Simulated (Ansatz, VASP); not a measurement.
One calculation of SiGe, two programs

```
Si Ge
1.0
     3.86159    0.00000    0.00000
    -1.93080    3.34424    0.00000
     0.00000    0.00000    6.37835
Si Ge
2 2
Direct
  0.33333 0.66667 0.00002
  0.66667 0.33333 0.50002
  0.33333 0.66667 0.37398
  0.66667 0.33333 0.87398
```

Alike in both runs: task single point; functional PBEsol; k mesh 9 × 9 × 6; no spin polarisation.

|  | VASP | Ansatz |
| --- | --- | --- |
| version | VASP 6.6.1 | Ansatz 0.2.0 |
| potentials or method | VASP PAW PBE potentials, release 64 (Si, Ge_d), cutoff 500 eV | scalar-relativistic, plane waves, PAW |
| occupations | gaussian, width 0.01 eV | fixed |
| valence electrons in the cell | 36 | 36 |

```csv
,VASP,Ansatz,Ansatz less VASP
gap on the k mesh at the Fermi level (eV),0.33,0.33,0.000
least direct gap on the mesh (eV),0.49,0.48,-0.005
pressure (GPa),2.6,2.6,+0.05
"traceless stress, the component that is largest in VASP (GPa)",0.06,0.07,+0.004
```

VASP's potentials were made for PBE, not for PBEsol, and Ansatz warns of the same on its side.
